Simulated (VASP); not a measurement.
# NiTe2 (Melonite) (P-3m1) in VASP: further runs

NiTe2 (Melonite) is run at these levels: LDA; tasks: single point.

Everything below comes from runs of VASP 6.6.1. Logs are shortened: lines on timing, memory, paths and dates and some standing lists are left out, and cuts for length are marked.

## (1) The cell of the first run

Symmetry: P-3m1, No. 164, trigonal system. Conventional cell: a = 3.924 Å, b = 3.924 Å, c = 5.384 Å, α = 90.00°, β = 90.00°, γ = 120.00°. Within 3.5 Å of Ni (site symmetry -3m) lie 6 Te at 2.64 Å. Te (site symmetry 3m) has 3 Ni at 2.64 Å within 3.5 Å.

## (2) Single point, LDA, collinear spin, ferromagnetic start

The input, INCAR:

```
SYSTEM = NiTe2
PREC     = Accurate       ! precision mode
ENCUT    = 520            ! plane-wave cutoff, eV
EDIFF    = 1E-7           ! SCF threshold, eV
ISMEAR   = -1             ! smearing method
SIGMA    = 0.1            ! smearing width, eV
LREAL    = .False.        ! projectors in reciprocal space
LASPH    = .True.         ! aspherical terms in the spheres
NELM     = 150            ! most SCF steps
ALGO     = Normal         ! electronic algorithm
ISIF     = 2              ! what is computed and relaxed
LWAVE    = .False.        ! write WAVECAR
LCHARG   = .True.         ! write CHGCAR
ISPIN    = 2              ! spin polarisation
MAGMOM   = 1.5 0 0        ! initial moments
LORBIT   = 11             ! projections on sites
LMAXMIX  = 4              ! l up to which the mixer works
GGA      = CA             ! functional
LELF     = .True.         ! ELF
LVHAR    = .True.       
NBANDS   = 22             ! bands
```

The input, KPOINTS:

```
Automatic mesh
0
Gamma
  9 9 6
  0 0 0
```

The input, POSCAR:

```
NiTe2
1.0
    3.9243063337      0.0000000000      0.0000000000
   -1.9621531668      3.3985448262      0.0000000000
    0.0000000000      0.0000000000      5.3838515020
Ni Te
1 2
Direct
    0.0000000000      0.0000000000      0.0000000000
    0.3333333333      0.6666666667      0.2500000000
    0.6666666667      0.3333333333      0.7500000000
```

Potentials or basis: VASP PAW LDA potentials, release 64 (Ni, Te).

Launch:

```bash
$ cat potpaw_LDA.64/Ni/POTCAR potpaw_LDA.64/Te/POTCAR > POTCAR
$ mpirun -np 1 vasp_std > vasp.out
```

OUTCAR:

```text
SYSTEM = NiTe2
   PREC = Accurate
   ENCUT = 520
   EDIFF = 1E-7
   ISMEAR = -1
   LREAL = .False.
   LASPH = .True.
   NELM = 150
   ISIF = 2
   ISPIN = 2
   LORBIT = 11
   GGA = CA

 ion  position               nearest neighbor table
   1  0.000  0.000  0.000-   2 2.64   3 2.64   3 2.64   2 2.64   3 2.64   2 2.64
   2  0.333  0.667  0.250-   1 2.64   1 2.64   1 2.64   3 3.52   3 3.52   3 3.52   3 3.52   3 3.52
                             3 3.52
   3  0.667  0.333  0.750-   1 2.64   1 2.64   1 2.64   2 3.52   2 3.52   2 3.52   2 3.52   2 3.52
                             2 3.52

  LATTYP: Found a hexagonal cell.
 ALAT       =     3.9243063337
 C/A-ratio  =     1.3719243719

  Lattice vectors:

 A1 = (   3.9243063337,   0.0000000000,   0.0000000000)
 A2 = (  -1.9621531668,   3.3985448262,   0.0000000000)
 A3 = (   0.0000000000,   0.0000000000,   5.3838515020)

Analysis of symmetry for initial positions (statically):
=====================================================================
 Subroutine PRICEL returns:
 Original cell was already a primitive cell.

 Routine SETGRP: Setting up the symmetry group for a
 hexagonal supercell.

 Subroutine GETGRP returns: Found 12 space group operations
 (whereof 12 operations were pure point group operations)
 out of a pool of 24 trial point group operations.

The static configuration has the point symmetry D_3d.

Analysis of symmetry for dynamics (positions and initial velocities):
=====================================================================
 Subroutine PRICEL returns:
 Original cell was already a primitive cell.

 Routine SETGRP: Setting up the symmetry group for a
 hexagonal supercell.

 Subroutine GETGRP returns: Found 12 space group operations
 (whereof 12 operations were pure point group operations)
 out of a pool of 24 trial point group operations.

The dynamic configuration has the point symmetry D_3d.

Analysis of structural, dynamic, and magnetic symmetry:
=====================================================================
 Subroutine PRICEL returns:
 Original cell was already a primitive cell.

 Routine SETGRP: Setting up the symmetry group for a
 hexagonal supercell.

 Subroutine GETGRP returns: Found 12 space group operations
 (whereof 12 operations were pure point group operations)
 out of a pool of 24 trial point group operations.

The overall configuration has the point symmetry D_3d.

 Subroutine INISYM returns: Found 12 space group operations
 (whereof 12 operations are pure point group operations),
 and found     1 'primitive' translations

----------------------------------------------------------------------------------------

                                     Primitive cell

  volume of cell :      71.8041

  direct lattice vectors                    reciprocal lattice vectors
     3.924306334  0.000000000  0.000000000     0.254822105  0.147121791  0.000000000
    -1.962153167  3.398544826  0.000000000     0.000000000  0.294243581  0.000000000
     0.000000000  0.000000000  5.383851502     0.000000000  0.000000000  0.185740636

  length of vectors
     3.924306334  3.924302739  5.383851502     0.294243311  0.294243581  0.185740636

  position of ions in fractional coordinates (direct lattice)
     0.000000000  0.000000000  0.000000000
     0.333333333  0.666666667  0.250000000
     0.666666667  0.333333333  0.750000000

  ion indices of the primitive-cell ions
   primitive index   ion index
                 1           1
                 2           2
                 3           3

----------------------------------------------------------------------------------------

 KPOINTS: Automatic mesh

Automatic generation of k-mesh.
 Grid dimensions read from file:
 generate k-points for:    9    9    6

 Generating k-lattice:

  Cartesian coordinates                     Fractional coordinates (reciprocal lattice)
     0.028313567  0.016346866  0.000000000     0.111111111 -0.000000000  0.000000000
     0.000000000  0.032693731  0.000000000     0.000000000  0.111111111  0.000000000
     0.000000000  0.000000000  0.030956773     0.000000000  0.000000000  0.166666667

  Length of vectors
     0.032693701  0.032693731  0.030956773

  Shift w.r.t. Gamma in fractional coordinates (k-lattice)
     0.000000000  0.000000000  0.000000000

 Subroutine IBZKPT returns following result:
 ===========================================

 Found     62 irreducible k-points:

 Following reciprocal coordinates:
            Coordinates               Weight
  0.000000  0.000000  0.000000      1.000000
  0.111111  0.000000  0.000000      6.000000
  0.222222 -0.000000  0.000000      6.000000
  0.333333  0.000000  0.000000      6.000000
  0.444444 -0.000000  0.000000      6.000000
  0.111111  0.111111  0.000000      6.000000
[... 16 lines left out ...]
  0.222222  0.111111  0.166667     12.000000
 -0.111111  0.333333  0.166667     12.000000
 [... further k-points ...]
   k-points           NKPTS =     62   k-points in BZ     NKDIM =     62   number of bands    NBANDS=     22
   number of dos      NEDOS =    301   number of ions     NIONS =      3
   total plane-waves  NPLWV =  36000
   dimension x,y,z NGX =    30 NGY =   30 NGZ =   40
   dimension x,y,z NGXF=    60 NGYF=   60 NGZF=   80
   ions per type =               1   2
   NGX,Y,Z   is equivalent  to a cutoff of  12.71, 12.71, 12.35 a.u.
   NGXF,Y,Z  is equivalent  to a cutoff of  25.42, 25.42, 24.70 a.u.
 SYSTEM =  NiTe2
   PREC   = accura    normal or accurate (medium, high low for compatibility)
   ISTART =      0    job   : 0-new  1-cont  2-samecut
   ICHARG =      2    charge: 1-file 2-atom 10-const
   ISPIN  =      2    spin polarized calculation?
   LNONCOLLINEAR =      F non collinear calculations
   LSORBIT =      F    spin-orbit coupling
   LASPH  =      T    aspherical Exc in radial PAW
   ENCUT  =  520.0 eV  38.22 Ry    6.18 a.u.   7.30  7.30 10.01*2*pi/ulx,y,z
   NELM   =    150;   NELMIN=  2; NELMDL= -5     # of ELM steps
   EDIFF  = 0.1E-06   stopping-criterion for ELM
   LREAL  =      F    real-space projection
   EDIFFG = 0.1E-05   stopping-criterion for IOM
   NSW    =      0    number of steps for IOM
   IBRION =     -1    ionic relax: 0-MD 1-quasi-New 2-CG
   NFREE  =      0    steps in history (QN), initial steepest desc. (CG)
   ISIF   =      2    stress and relaxation
   ISYM   =      2    0-nonsym 1-usesym 2-fastsym
   POTIM  = 0.5000    time-step for ionic-motion
   TEBEG  =    0.0;   TEEND  =   0.0 temperature during run
   PSTRESS=    0.0 pullay stress
   NELECT =      22.0000    total number of electrons
   NUPDOWN=      -1.0000    fix difference up-down
   EMIN   =  10.00;   EMAX   =-10.00  energy-range for DOS
   EFERMI =   0.00;   METHOD = LEGACY
   ISMEAR =    -1;   SIGMA  =   0.10  broadening in eV -4-tet -1-fermi 0-gaus
   EFERMI_NEDOS =   21; number of points for ismear=-14 and -15
   IALGO  =     38    algorithm
   IMIX   =      4    mixing-type and parameters
     AMIX     =   0.40;   BMIX     =  1.00
     AMIX_MAG =   1.60;   BMIX_MAG =  1.00
  volume/ion in A,a.u.               =      23.93       161.52
  Fermi-wavevector in a.u.,A,eV,Ry     =   1.103653  2.085603 16.572590  1.218051
  Thomas-Fermi vector in A             =   2.240115
   LORBIT       =     11    0 simple, 1 ext, 2 COOP (PROOUT), +10 PAW based schemes
   GGA     = CA    functional components
   LHFCALC =     F    Hartree Fock is set to
   AEXX    =    0.0000 exact exchange contribution
   IVDW    =     0    specifies the selected vdW correction
   LEPSILON=     F    determine dielectric tensor
   LRPA    =     F    only Hartree local field effects (RPA)
 spin polarized calculation
  energy-cutoff  :      520.00
  volume of cell :       71.80
 maximum number of plane-waves:      1958
 NGX is ok and might be reduce to    30
   NGX = 15   NGY = 15   NGZ = 21

 number of electron      22.0000004 magnetization       0.0007127

 number of electron      22.0000004 magnetization      -0.0000253

 Free energy of the ion-electron system (eV)
  ---------------------------------------------------
  ext. energy  EPLUGINS =         0.00000000
  ---------------------------------------------------
  free energy    TOTEN  =       -14.83476875 eV

  energy without entropy =      -14.77194736  energy(sigma->0) =      -14.80335806

 E-fermi :   7.2314     XC(G=0): -10.4144

 val. band max:        7.2248033884   @ k =   0.0000   0.1111   0.3333
 cond. band min:       7.2369652328   @ k =   0.3333   0.2222   0.1667
 fundamental gap:      0.0121618444
 Fermi energy:         7.2313836196

 spin component 1

 k-point     1 :       0.0000    0.0000    0.0000
  band No.  band energies     occupation
      1      -6.1191      1.00000
      2      -3.1398      1.00000
      3       1.5368      1.00000
      4       3.8873      1.00000
      5       3.8873      1.00000
      6       5.2916      1.00000
[... 14 lines left out ...]
     21      16.9240      0.00000
     22      16.9240      0.00000
[... 552 lines left out ...]
  band No.  band energies     occupation
      1      -5.1800      1.00000
      2      -3.3220      1.00000
      3       2.2501      1.00000
      4       3.5037      1.00000
      5       3.8800      1.00000
      6       3.9407      1.00000
[... 14 lines left out ...]
     21      17.5159      0.00000
     22      18.8325      0.00000

 [... further k-points ...]

 spin component 2

 k-point     1 :       0.0000    0.0000    0.0000
  band No.  band energies     occupation
      1      -6.1191      1.00000
      2      -3.1399      1.00000
      3       1.5368      1.00000
      4       3.8873      1.00000
      5       3.8873      1.00000
      6       5.2917      1.00000
[... 14 lines left out ...]
     21      16.9240      0.00000
     22      16.9240      0.00000
[... 552 lines left out ...]
  band No.  band energies     occupation
      1      -5.1800      1.00000
      2      -3.3220      1.00000
      3       2.2501      1.00000
      4       3.5037      1.00000
      5       3.8800      1.00000
      6       3.9407      1.00000
[... 14 lines left out ...]
     21      17.5159      0.00000
     22      18.8325      0.00000

 [... further k-points ...]
[... 5 lines left out ...]
  --------------------------------------------------------------------------------------
  -------------------------------------------------------------------------------------
  Total       -3.8144525     -3.8144432     -3.6073308     -0.0000000      0.0000000      0.0000000
  in kB      -85.1125918    -85.1123839    -80.4910460     -0.0000000      0.0000000      0.0000000
  external PRESSURE =     -83.5720072 kB  Pullay stress =       0.0000000 kB

 VOLUME and BASIS-vectors are now :
 -----------------------------------------------------------------------------
  energy-cutoff  :      520.00
  volume of cell :       71.80
      direct lattice vectors                 reciprocal lattice vectors
     3.924306334  0.000000000  0.000000000     0.254822105  0.147121791  0.000000000
    -1.962153167  3.398544826  0.000000000     0.000000000  0.294243581  0.000000000
     0.000000000  0.000000000  5.383851502     0.000000000  0.000000000  0.185740636

 POSITION                                       TOTAL-FORCE (eV/Angst)
 -----------------------------------------------------------------------------------
      0.00000      0.00000      0.00000         0.000000      0.000000     -0.000000
     -0.00000      2.26570      1.34596        -0.000000      0.000000     -0.646538
      1.96215      1.13285      4.03789        -0.000000     -0.000000      0.646538
 -----------------------------------------------------------------------------------
    total drift:                                0.000000      0.000000      0.000000

  FREE ENERGIE OF THE ION-ELECTRON SYSTEM (eV)
  ---------------------------------------------------
  free  energy   TOTEN  =       -14.8347687488 eV

  energy  without entropy=      -14.7719473630  energy(sigma->0) =      -14.80335806

 total charge

# of ion       s       p       d       tot
------------------------------------------
    1        0.420   0.443   8.387   9.250
    2        1.410   1.844   0.055   3.309
    3        1.410   1.844   0.055   3.309
--------------------------------------------------
tot          3.239   4.131   8.497  15.867

 magnetization (x)

# of ion       s       p       d       tot
------------------------------------------
    1       -0.000  -0.000   0.000   0.000
    2        0.000  -0.000  -0.000  -0.000
    3        0.000  -0.000  -0.000  -0.000
--------------------------------------------------
tot         -0.000  -0.000   0.000   0.000
```

Run time: 1.7 min. Hardware: 1 thread of Intel Xeon 6975P-C (Granite Rapids), shared host; peak memory 0.27 GiB.

What came out:

- Free energy: -14.8348 eV
- Pressure: -8.4 GPa
- Largest force: 0.647 eV/Å
- Band gap on the k mesh: zero (filled and empty bands overlap)
- Net moment: 0.00 μB per cell
- Valence electrons inside the program's atomic spheres: Ni 9.25; Te 3.31

Forces in eV/Å, atoms in the order of the input:
```
Ni   0.000  0.000  0.000
Te   0.000  0.000 -0.647
Te   0.000  0.000  0.647
```

Caveat: the starting moments collapsed, and a magnetic state may lie lower; spin-orbit coupling is left out, which moves the levels of the heavy elements.

## (3) Single point, LDA, collinear spin, ferromagnetic start

This run uses another cell than the first one, of 24.50 Å³/atom, 1.024 times its volume.

The input, INCAR:

```
SYSTEM = NiTe2
PREC = Accurate ; ENCUT = 520
EDIFF = 1E-6 ; ISMEAR = -1
SIGMA = 0.1 ; LREAL = .FALSE.
LASPH = .TRUE. ; NELM = 150
ALGO = Normal ; ISIF = 2
LWAVE = .FALSE. ; LCHARG = .FALSE.
ISPIN = 2 ; MAGMOM = 1.5 0 0
LORBIT = 11 ; LMAXMIX = 4
GGA = CA ; NBANDS = 22
```

The input, KPOINTS:

```
regular mesh
0
G
  9 9 6
  0 0 0
```

The input, POSCAR:

```
NiTe2
1.0
    3.9552076558      0.0000000000      0.0000000000
   -1.9776038279      3.4253061235      0.0000000000
    0.0000000000      0.0000000000      5.4262457791
Ni Te
1 2
Direct
    0.0000000000      0.0000000000      0.0000000000
    0.3333333333      0.6666666667      0.2500000000
    0.6666666667      0.3333333333      0.7500000000
```

Potentials or basis: VASP PAW LDA potentials, release 64 (Ni, Te).

Launch:

```bash
$ cat potpaw_LDA.64/Ni/POTCAR potpaw_LDA.64/Te/POTCAR > POTCAR
$ mpirun -np 1 vasp_std > vasp.out
```

OUTCAR:

```text
SYSTEM = NiTe2
   PREC = Accurate
   ENCUT = 520
   EDIFF = 1E-6
   ISMEAR = -1
   LREAL = .FALSE.
   LASPH = .TRUE.
   NELM = 150
   ISIF = 2
   ISPIN = 2
   LORBIT = 11
   GGA = CA

 ion  position               nearest neighbor table
   1  0.000  0.000  0.000-   2 2.66   3 2.66   3 2.66   2 2.66   3 2.66   2 2.66
   2  0.333  0.667  0.250-   1 2.66   1 2.66   1 2.66   3 3.55   3 3.55   3 3.55   3 3.55   3 3.55
                             3 3.55
   3  0.667  0.333  0.750-   1 2.66   1 2.66   1 2.66   2 3.55   2 3.55   2 3.55   2 3.55   2 3.55
                             2 3.55

  LATTYP: Found a hexagonal cell.
 ALAT       =     3.9552076558
 C/A-ratio  =     1.3719243719

  Lattice vectors:
[... 1424 lines left out ...]
  energy-cutoff  :      520.00
  volume of cell :       73.51
      direct lattice vectors                 reciprocal lattice vectors
     3.955207656  0.000000000  0.000000000     0.252831226  0.145972355  0.000000000
    -1.977603828  3.425306123  0.000000000     0.000000000  0.291944709  0.000000000
     0.000000000  0.000000000  5.426245779     0.000000000  0.000000000  0.184289478

 POSITION                                       TOTAL-FORCE (eV/Angst)
 -----------------------------------------------------------------------------------
      0.00000      0.00000      0.00000        -0.000000      0.000000      0.000000
     -0.00000      2.28354      1.35656         0.000000      0.000000     -0.759380
      1.97760      1.14177      4.06968        -0.000000     -0.000000      0.759380
 -----------------------------------------------------------------------------------
    total drift:                                0.000000      0.000000     -0.000000

  FREE ENERGIE OF THE ION-ELECTRON SYSTEM (eV)
  ---------------------------------------------------
  free  energy   TOTEN  =       -14.7395577195 eV

  energy  without entropy=      -14.6751550789  energy(sigma->0) =      -14.70735640

 total charge

# of ion       s       p       d       tot
------------------------------------------
    1        0.412   0.424   8.376   9.212
    2        1.410   1.836   0.051   3.297
    3        1.410   1.836   0.051   3.297
--------------------------------------------------
tot          3.231   4.096   8.479  15.807

 magnetization (x)

# of ion       s       p       d       tot
------------------------------------------
    1       -0.000  -0.000  -0.000  -0.000
    2       -0.000   0.000  -0.000   0.000
    3       -0.000   0.000  -0.000   0.000
--------------------------------------------------
tot         -0.000   0.000  -0.000  -0.000
```

OSZICAR:

```text
N       E                     dE             d eps       ncg     rms          rms(c)
DAV:   1     0.113709377849E+03    0.11371E+03   -0.83777E+03  5456   0.883E+02
DAV:   2    -0.664229692114E+01   -0.12035E+03   -0.11274E+03  5792   0.201E+02
DAV:   3    -0.154282504575E+02   -0.87860E+01   -0.86211E+01  6804   0.592E+01
DAV:   4    -0.156437070402E+02   -0.21546E+00   -0.21520E+00  6614   0.903E+00
DAV:   5    -0.156504989272E+02   -0.67919E-02   -0.67915E-02  7064   0.169E+00    0.148E+01
DAV:   6    -0.215101534000E+02   -0.58597E+01   -0.34989E+01  6362   0.993E+01    0.243E+01
DAV:   7    -0.151131816385E+02    0.63970E+01   -0.81913E+00  6848   0.532E+01    0.671E+00
DAV:   8    -0.148462463741E+02    0.26694E+00   -0.23380E+00  7320   0.259E+01    0.459E+00
DAV:   9    -0.147412342722E+02    0.10501E+00   -0.73370E-01  7176   0.113E+01    0.185E+00
DAV:  10    -0.147419775404E+02   -0.74327E-03   -0.24114E-02  6754   0.105E+00    0.131E+00
DAV:  11    -0.147399319816E+02    0.20456E-02   -0.43999E-03  6950   0.954E-01    0.646E-01
DAV:  12    -0.147397269554E+02    0.20503E-03   -0.72154E-04  8426   0.210E-01    0.311E-01
DAV:  13    -0.147396563660E+02    0.70589E-04   -0.45647E-05  7380   0.810E-02    0.177E-01
DAV:  14    -0.147395660109E+02    0.90355E-04   -0.10831E-04  7120   0.165E-01    0.741E-02
DAV:  15    -0.147395579379E+02    0.80729E-05   -0.45956E-05  8564   0.891E-02    0.128E-02
DAV:  16    -0.147395577195E+02    0.21842E-06   -0.51737E-06  6014   0.213E-02
   1 F= -.14739558E+02 E0= -.14707356E+02  d E =-.644026E-01  mag=    -0.0001
```

stdout:

```text
POSCAR found type information on POSCAR NiTe
 POSCAR found :  2 types and       3 ions
 scaLAPACK will be used
 LDA part: xc-table for (Slater(with rela. corr.)+CA(PZ))
 , standard interpolation
 POSCAR, INCAR and KPOINTS ok, starting setup
 FFT: planning ... GRIDC
 FFT: planning ... GRID_SOFT
 FFT: planning ... GRID
 WAVECAR not read
 entering main loop
```

Wall time 88 s (1 thread of Intel Xeon 6975P-C (Granite Rapids), shared host); peak memory 0.27 GiB.

Results:

- Free energy: -14.7396 eV
- Pressure: -9.6 GPa
- Largest force: 0.759 eV/Å
- Band gap on the k mesh: zero (filled and empty bands overlap)
- Net moment: 0.00 μB per cell
- Valence electrons inside the program's atomic spheres: Ni 9.21; Te 3.30

Forces on the atoms (eV/Å):
```
Ni   0.000  0.000  0.000
Te   0.000  0.000 -0.759
Te   0.000  0.000  0.759
```

Stress tensor (GPa, compression positive):
```
-9.79  0.00  0.00
 0.00 -9.79  0.00
 0.00  0.00 -9.08
```

Caveat: the starting moments collapsed, and a magnetic state may lie lower; spin-orbit coupling is left out, which moves the levels of the heavy elements.
